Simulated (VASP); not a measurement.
# Ba (Cmce) in VASP: single point with r2SCAN

Aim: the single point of Ba with r2SCAN.

Program: VASP 6.6.1. These are calculated values, not measurements. Logs are shortened: lines on timing, memory, paths and dates and some standing lists are left out, and cuts for length are marked.

### 1 The cell of the first run

It takes space group Cmce (No. 64, orthorhombic). Conventional cell: a = 6.941 Å, b = 5.587 Å, c = 13.768 Å, α = 90.00°, β = 90.00°, γ = 90.00°. Within 5.8 Å of Ba (site symmetry m) lie 14 Ba at 4.41 to 5.59 Å.

### 2 Single point, r2SCAN

POSCAR reads:

```
Ba
1.0
    3.4703911695     -2.7936675585      0.0000000000
    3.4703911695      2.7936675585      0.0000000000
    0.0000000000      0.0000000000     13.7684901019
Ba
4
Direct
    0.7512638320      0.2487361680      0.1243831272
    0.7487361680      0.2512638320      0.6243831272
    0.2487361680      0.7512638320      0.8756168728
    0.2512638320      0.7487361680      0.3756168728
```

INCAR.step1 reads:

```
ALGO     = Normal         # electronic algorithm
EDIFF    = 1E-4           # SCF threshold, eV
ENCUT    = 520            # plane-wave cutoff, eV
GGA      = PE             # functional
ISMEAR   = 0              # smearing method
LASPH    = True           # aspherical terms in the spheres
LCHARG   = False          # write CHGCAR
LREAL    = False          # projectors in reciprocal space
LWAVE    = True           # write WAVECAR
NBANDS   = 28             # bands
NELM     = 100            # most SCF steps
PREC     = Accurate       # precision mode
SIGMA    = 0.1            # smearing width, eV
```

INCAR.step2 reads:

```
ALGO     = Normal         # electronic algorithm
EDIFF    = 1E-6           # SCF threshold, eV
ENCUT    = 520            # plane-wave cutoff, eV
ISIF     = 2              # what is computed and relaxed
ISMEAR   = 0              # smearing method
ISTART   = 1            
LASPH    = True           # aspherical terms in the spheres
LCHARG   = False          # write CHGCAR
LMIXTAU  = True         
LREAL    = False          # projectors in reciprocal space
LWAVE    = False          # write WAVECAR
METAGGA  = R2SCAN         # meta-GGA
NBANDS   = 28             # bands
NELM     = 100            # most SCF steps
PREC     = Accurate       # precision mode
SIGMA    = 0.1            # smearing width, eV
```

KPOINTS reads:

```
k-points
0
Gamma
  4 4 2
```

Potentials or basis: VASP PAW PBE potentials, release 64 (Ba_sv).

Command:

```bash
cat potpaw_PBE.64/Ba_sv/POTCAR > POTCAR
cp INCAR.step1 INCAR
mpirun -np 1 vasp_std > vasp.out
cp INCAR.step2 INCAR
mpirun -np 1 vasp_std > vasp.out
```

OUTCAR:

```text
EDIFF = 1E-6
   ENCUT = 520
   ISIF = 2
   ISMEAR = 0
   ISTART = 1
   LASPH = True
   LREAL = False
   METAGGA = R2SCAN
   NELM = 100
   PREC = Accurate

 ion  position               nearest neighbor table
   1  0.751  0.249  0.124-   3 4.41   3 4.43   4 4.45   4 4.45
   2  0.749  0.251  0.624-   4 4.41   4 4.43   3 4.45   3 4.45
   3  0.249  0.751  0.876-   1 4.41   1 4.43   2 4.45   2 4.45
   4  0.251  0.749  0.376-   2 4.41   2 4.43   1 4.45   1 4.45

  LATTYP: Found a base centered orthorhombic cell.
 ALAT       =     5.5873351170
 B/A-ratio  =     1.2422348389
 C/A-ratio  =     2.4642320200

  Lattice vectors:

 A1 = (  -3.4703911695,  -2.7936675585,   0.0000000000)
 A2 = (   3.4703911695,  -2.7936675585,   0.0000000000)
 A3 = (   0.0000000000,   0.0000000000,  13.7684901019)

Analysis of symmetry for initial positions (statically):
=====================================================================
 Subroutine PRICEL returns:
 Original cell was already a primitive cell.

 Routine SETGRP: Setting up the symmetry group for a
 base centered orthorhombic supercell.

 Subroutine GETGRP returns: Found  8 space group operations
 (whereof  4 operations were pure point group operations)
 out of a pool of  8 trial point group operations.

The static configuration has the point symmetry C_2h.
 The point group associated with its full space group is D_2h.

Analysis of symmetry for dynamics (positions and initial velocities):
=====================================================================
 Subroutine PRICEL returns:
 Original cell was already a primitive cell.

 Routine SETGRP: Setting up the symmetry group for a
 base centered orthorhombic supercell.

 Subroutine GETGRP returns: Found  8 space group operations
 (whereof  4 operations were pure point group operations)
 out of a pool of  8 trial point group operations.

The dynamic configuration has the point symmetry C_2h.
 The point group associated with its full space group is D_2h.

 Subroutine INISYM returns: Found  8 space group operations
 (whereof  4 operations are pure point group operations),
 and found     1 'primitive' translations

----------------------------------------------------------------------------------------

                                     Primitive cell

  volume of cell :     266.9743

  direct lattice vectors                    reciprocal lattice vectors
     3.470391170 -2.793667559  0.000000000     0.144075977 -0.178976199  0.000000000
     3.470391170  2.793667559  0.000000000     0.144075977  0.178976199  0.000000000
     0.000000000  0.000000000 13.768490102     0.000000000  0.000000000  0.072629605

  length of vectors
     4.455131120  4.455131120 13.768490102     0.229761544  0.229761544  0.072629605

  position of ions in fractional coordinates (direct lattice)
     0.751263832  0.248736168  0.124383127
     0.748736168  0.251263832  0.624383127
     0.248736168  0.751263832  0.875616873
     0.251263832  0.748736168  0.375616873

  ion indices of the primitive-cell ions
   primitive index   ion index
                 1           1
                 2           2
                 3           3
                 4           4

----------------------------------------------------------------------------------------

 KPOINTS: k-points

Automatic generation of k-mesh.
 Grid dimensions read from file:
 generate k-points for:    4    4    2

 Generating k-lattice:

  Cartesian coordinates                     Fractional coordinates (reciprocal lattice)
     0.036018994 -0.044744050  0.000000000     0.250000000  0.000000000  0.000000000
     0.036018994  0.044744050  0.000000000     0.000000000  0.250000000  0.000000000
     0.000000000  0.000000000  0.036314803     0.000000000  0.000000000  0.500000000

  Length of vectors
     0.057440386  0.057440386  0.036314803

  Shift w.r.t. Gamma in fractional coordinates (k-lattice)
     0.000000000  0.000000000  0.000000000

 Subroutine IBZKPT returns following result:
 ===========================================

 Found     14 irreducible k-points:

 Following reciprocal coordinates:
            Coordinates               Weight
  0.000000  0.000000  0.000000      1.000000
  0.250000  0.000000  0.000000      4.000000
  0.500000  0.000000  0.000000      2.000000
  0.250000  0.250000  0.000000      2.000000
  0.500000  0.250000  0.000000      4.000000
 -0.250000  0.250000  0.000000      2.000000
  0.500000  0.500000  0.000000      1.000000
  0.000000  0.000000  0.500000      1.000000
  0.250000  0.000000  0.500000      4.000000
  0.500000  0.000000  0.500000      2.000000
  0.250000  0.250000  0.500000      2.000000
  0.500000  0.250000  0.500000      4.000000
 -0.250000  0.250000  0.500000      2.000000
  0.500000  0.500000  0.500000      1.000000
   k-points           NKPTS =     14   k-points in BZ     NKDIM =     14   number of bands    NBANDS=     28
   number of dos      NEDOS =    301   number of ions     NIONS =      4
   total plane-waves  NPLWV = 139968
   dimension x,y,z NGX =    36 NGY =   36 NGZ =  108
   dimension x,y,z NGXF=    72 NGYF=   72 NGZF=  216
   ions per type =               4
   NGX,Y,Z   is equivalent  to a cutoff of  13.43, 13.43, 13.04 a.u.
   NGXF,Y,Z  is equivalent  to a cutoff of  26.87, 26.87, 26.08 a.u.
 SYSTEM =  unknown system
   PREC   = accura    normal or accurate (medium, high low for compatibility)
   ISTART =      1    job   : 0-new  1-cont  2-samecut
   ICHARG =      0    charge: 1-file 2-atom 10-const
   ISPIN  =      1    spin polarized calculation?
   LNONCOLLINEAR =      F non collinear calculations
   LSORBIT =      F    spin-orbit coupling
   LASPH  =      T    aspherical Exc in radial PAW
   ENCUT  =  520.0 eV  38.22 Ry    6.18 a.u.   8.28  8.28 25.60*2*pi/ulx,y,z
   NELM   =    100;   NELMIN=  2; NELMDL=  0     # of ELM steps
   EDIFF  = 0.1E-05   stopping-criterion for ELM
   LREAL  =      F    real-space projection
   EDIFFG = 0.1E-04   stopping-criterion for IOM
   NSW    =      0    number of steps for IOM
   IBRION =     -1    ionic relax: 0-MD 1-quasi-New 2-CG
   NFREE  =      0    steps in history (QN), initial steepest desc. (CG)
   ISIF   =      2    stress and relaxation
   ISYM   =      2    0-nonsym 1-usesym 2-fastsym
   POTIM  = 0.5000    time-step for ionic-motion
   TEBEG  =    0.0;   TEEND  =   0.0 temperature during run
   PSTRESS=    0.0 pullay stress
   NELECT =      40.0000    total number of electrons
   NUPDOWN=      -1.0000    fix difference up-down
   EMIN   =  10.00;   EMAX   =-10.00  energy-range for DOS
   EFERMI =   0.00;   METHOD = LEGACY
   ISMEAR =     0;   SIGMA  =   0.10  broadening in eV -4-tet -1-fermi 0-gaus
   EFERMI_NEDOS =   21; number of points for ismear=-14 and -15
   IALGO  =     38    algorithm
   IMIX   =      4    mixing-type and parameters
     AMIX     =   0.40;   BMIX     =  1.00
     AMIX_MAG =   1.60;   BMIX_MAG =  1.00
  volume/ion in A,a.u.               =      66.74       450.41
  Fermi-wavevector in a.u.,A,eV,Ry     =   0.869504  1.643125 10.286515  0.756038
  Thomas-Fermi vector in A             =   1.988336
   LORBIT       =      0    0 simple, 1 ext, 2 COOP (PROOUT), +10 PAW based schemes
   METAGGA = R2SCAN    functional components
   LHFCALC =     F    Hartree Fock is set to
   AEXX    =    0.0000 exact exchange contribution
   IVDW    =     0    specifies the selected vdW correction
   LEPSILON=     F    determine dielectric tensor
   LRPA    =     F    only Hartree local field effects (RPA)
 non-spin polarized calculation
 Gauss-broadening in eV      SIGMA  =   0.10
  energy-cutoff  :      520.00
  volume of cell :      266.97
 maximum number of plane-waves:      7214
 NGX is ok and might be reduce to    36
   NGX = 17   NGY = 17   NGZ = 51

 number of electron      39.9999996 magnetization

 Free energy of the ion-electron system (eV)
  ---------------------------------------------------
  ext. energy  EPLUGINS =         0.00000000
  ---------------------------------------------------
  free energy    TOTEN  =      -105.71436670 eV

  energy without entropy =     -105.69858351  energy(sigma->0) =     -105.70647510

 E-fermi :   1.5685     XC(G=0):  -7.6407

 val. band max:        1.3879922585   @ k =   0.2500   0.0000   0.0000
 cond. band min:       1.5750396753   @ k =   0.5000   0.2500   0.0000
 fundamental gap:      0.1870474168
 Fermi energy:         1.5685342361

 k-point     1 :       0.0000    0.0000    0.0000
  band No.  band energies     occupation
      1     -28.4837      2.00000
      2     -28.4645      2.00000
      3     -28.4630      2.00000
      4     -28.4436      2.00000
      5     -13.4280      2.00000
      6     -13.2456      2.00000
[... 20 lines left out ...]
     27       3.4163      0.00000
     28       3.4594      0.00000

 k-point     2 :       0.2500    0.0000    0.0000
  band No.  band energies     occupation
      1     -28.4703      2.00000
      2     -28.4566      2.00000
      3     -28.4556      2.00000
      4     -28.4419      2.00000
      5     -13.3584      2.00000
      6     -13.3344      2.00000
[... 20 lines left out ...]
     27       2.8615      0.00000
     28       3.2898      0.00000

 k-point     3 :       0.5000    0.0000    0.0000
  band No.  band energies     occupation
      1     -28.4487      2.00000
      2     -28.4487      2.00000
      3     -28.4483      2.00000
      4     -28.4483      2.00000
      5     -13.4422      2.00000
      6     -13.4422      2.00000
[... 20 lines left out ...]
     27       2.7358      0.00000
     28       2.7358      0.00000

 k-point     4 :       0.2500    0.2500    0.0000
  band No.  band energies     occupation
      1     -28.4646      2.00000
      2     -28.4498      2.00000
      3     -28.4486      2.00000
      4     -28.4337      2.00000
      5     -13.3509      2.00000
      6     -13.2870      2.00000
[... 20 lines left out ...]
     27       3.0384      0.00000
     28       3.0660      0.00000

 k-point     5 :       0.5000    0.2500    0.0000
  band No.  band energies     occupation
      1     -28.4491      2.00000
      2     -28.4418      2.00000
      3     -28.4412      2.00000
      4     -28.4340      2.00000
      5     -13.3859      2.00000
      6     -13.3859      2.00000
[... 20 lines left out ...]
     27       2.7991      0.00000
     28       3.2255      0.00000

 k-point     6 :      -0.2500    0.2500    0.0000
  band No.  band energies     occupation
      1     -28.4532      2.00000
      2     -28.4487      2.00000
      3     -28.4483      2.00000
      4     -28.4438      2.00000
      5     -13.3616      2.00000
      6     -13.3602      2.00000
[... 153 lines left out ...]
      5     -13.3245      2.00000
      6     -13.3245      2.00000
[... 20 lines left out ...]
     27       3.0437      0.00000
     28       3.0437      0.00000

 k-point    12 :       0.5000    0.2500    0.5000
  band No.  band energies     occupation
      1     -28.4469      2.00000
      2     -28.4469      2.00000
      3     -28.4362      2.00000
      4     -28.4362      2.00000
      5     -13.3838      2.00000
      6     -13.3838      2.00000
[... 20 lines left out ...]
     27       3.3835      0.00000
     28       3.3835      0.00000

 k-point    13 :      -0.2500    0.2500    0.5000
  band No.  band energies     occupation
      1     -28.4518      2.00000
      2     -28.4518      2.00000
      3     -28.4452      2.00000
      4     -28.4452      2.00000
      5     -13.3335      2.00000
      6     -13.3335      2.00000
[... 20 lines left out ...]
     27       3.2516      0.00000
     28       3.2516      0.00000

 k-point    14 :       0.5000    0.5000    0.5000
  band No.  band energies     occupation
      1     -28.4422      2.00000
      2     -28.4422      2.00000
      3     -28.4270      2.00000
      4     -28.4270      2.00000
      5     -13.4003      2.00000
      6     -13.4003      2.00000
[... 20 lines left out ...]
     27       4.1150      0.00000
     28       4.1150      0.00000

------------------------ aborting loop because EDIFF is reached ----------------------------------------

  FORCE on cell =-STRESS in cart. coord.  units (eV):
  Direction    XX          YY          ZZ          XY          YZ          ZX
  --------------------------------------------------------------------------------------
  -------------------------------------------------------------------------------------
  Total        0.3531357     -0.4636156     -0.0671755      0.0000000      0.0000000      0.0000000
  in kB        2.1192529     -2.7822695     -0.4031363      0.0000000      0.0000000      0.0000000
  external PRESSURE =      -0.3553843 kB  Pullay stress =       0.0000000 kB

 VOLUME and BASIS-vectors are now :
 -----------------------------------------------------------------------------
  energy-cutoff  :      520.00
  volume of cell :      266.97
      direct lattice vectors                 reciprocal lattice vectors
     3.470391170 -2.793667559  0.000000000     0.144075977 -0.178976199  0.000000000
     3.470391170  2.793667559  0.000000000     0.144075977  0.178976199  0.000000000
     0.000000000  0.000000000 13.768490102     0.000000000  0.000000000  0.072629605

 POSITION                                       TOTAL-FORCE (eV/Angst)
 -----------------------------------------------------------------------------------
      3.47039     -1.40390      1.71257         0.000000      0.005449      0.026740
      3.47039     -1.38977      8.59681         0.000000     -0.005449      0.026740
      3.47039      1.40390     12.05592         0.000000     -0.005449     -0.026740
      3.47039      1.38977      5.17168         0.000000      0.005449     -0.026740
 -----------------------------------------------------------------------------------
    total drift:                                0.000000     -0.000000     -0.000000

  FREE ENERGIE OF THE ION-ELECTRON SYSTEM (eV)
  ---------------------------------------------------
  free  energy   TOTEN  =      -105.7143666964 eV

  energy  without entropy=     -105.6985835136  energy(sigma->0) =     -105.70647510
```

Wall time 8.3 min (1 thread of Intel Xeon Platinum 8259CL at 2.50GHz (Skylake/Cascade Lake), shared host); peak memory 0.4 GiB.

Results:

* Free energy: -105.7144 eV
* Pressure: 0.0 GPa
* Largest force: 0.027 eV/Å
* Band gap on the k mesh: zero (bands 20 and 21 overlap by 0.49 eV)

Forces on the atoms (eV/Å):
```
Ba   0.000  0.005  0.027
Ba   0.000 -0.005  0.027
Ba   0.000 -0.005 -0.027
Ba   0.000  0.005 -0.027
```

Caveat: the k points lie up to 0.36 Å⁻¹ apart; the PAW data sets were made with another functional, which shifts forces and pressure a little; spin-orbit coupling is left out, which moves the levels of the heavy elements.

The gap in the log of VASP goes by the Fermi energy; the results here count the filled bands.